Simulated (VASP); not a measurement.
The system is RbBr.

```
Rb Br
1.0
     0.00000    3.46083    3.46083
     3.46083    0.00000    3.46083
     3.46083    3.46083    0.00000
Rb Br
1 1
Direct
  0.00000 0.00000 0.00000
  0.50000 0.50000 0.50000
```

Base run:

```yaml
Program: VASP 6.6.1
Functional: r2SCAN
Potentials_or_basis: VASP PAW PBE potentials, release 64 (Rb_sv, Br)
Cutoff: 520 eV
k_mesh: 4 × 4 × 4
Occupations: gaussian, width 0.01 eV
Spin: no spin polarisation
```

Its results: band gap on the k mesh 4.89 eV, direct; pressure 0.0 GPa.

Problem. After a change of settings the same cell gave: band gap on the k mesh 6.15 eV, direct; pressure 0.2 GPa. Which change was it?
A. functional from r2SCAN to LDA; potentials or basis from VASP PAW PBE potentials, release 64 (Rb_sv, Br) to VASP PAW LDA potentials, release 64 (Rb_sv, Br)
B. functional from r2SCAN to PBE
C. functional from r2SCAN to PBE-based screened hybrid
D. functional from r2SCAN to PBE; occupations from gaussian, width 0.01 eV to fermi-dirac, width 0.001 eV

Solution. C.

Caveats: the PAW data sets were made with another functional, which shifts forces and pressure a little.
